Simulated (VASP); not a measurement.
Set up this calculation in VASP 6.6.1, as the native input.

* Task: single point
* Functional: PBE
* Potentials or basis: VASP PAW PBE potentials, release 64 (Cd, Se)
* Cutoff: 520 eV
* k mesh: 8 × 8 × 5
* Occupations: gaussian, width 0.05 eV
* Spin: no spin polarisation
* Dipole correction: no
* Further INCAR settings: ALGO = Normal; EDIFF = 1e-06; NBANDS = 26

The structure of CdSe lies in POSCAR:

```
CdSe
1.0
    4.2989999995      0.0000000000      0.0000000000
   -2.1494999997      3.7230432104      0.0000000000
    0.0000000000      0.0000000000      7.0100000000
Cd Se
2 2
Direct
    0.3333333333      0.6666666667      0.0000884709
    0.6666666667      0.3333333333      0.5000884709
    0.3333333333      0.6666666667      0.3759115291
    0.6666666667      0.3333333333      0.8759115291
```

The input as run:

INCAR

```
ALGO     = Normal         # electronic algorithm
EDIFF    = 1E-6           # SCF threshold, eV
ENCUT    = 520            # plane-wave cutoff, eV
GGA      = PE             # functional
ISIF     = 2              # what is computed and relaxed
ISMEAR   = 0              # smearing method
LASPH    = True           # aspherical terms in the spheres
LCHARG   = False          # write CHGCAR
LREAL    = False          # projectors in reciprocal space
LWAVE    = False          # write WAVECAR
NBANDS   = 26             # bands
NELM     = 100            # most SCF steps
PREC     = Accurate       # precision mode
SIGMA    = 0.05           # smearing width, eV
```

KPOINTS

```
k-points
0
Gamma
  8 8 5
```

Potentials or basis: VASP PAW PBE potentials, release 64 (Cd, Se).

The run is started by

```sh
$ cat potpaw_PBE.64/Cd/POTCAR potpaw_PBE.64/Se/POTCAR > POTCAR
$ mpirun -np 1 vasp_std > vasp.out
```

Results of the run:

- Pressure: 3.3 GPa
- Band gap on the k mesh: 0.67 eV, direct

It took 83 s on 1 thread of AMD EPYC 7R13 Processor (Zen 3), on a shared host, peak memory 0.23 GiB.
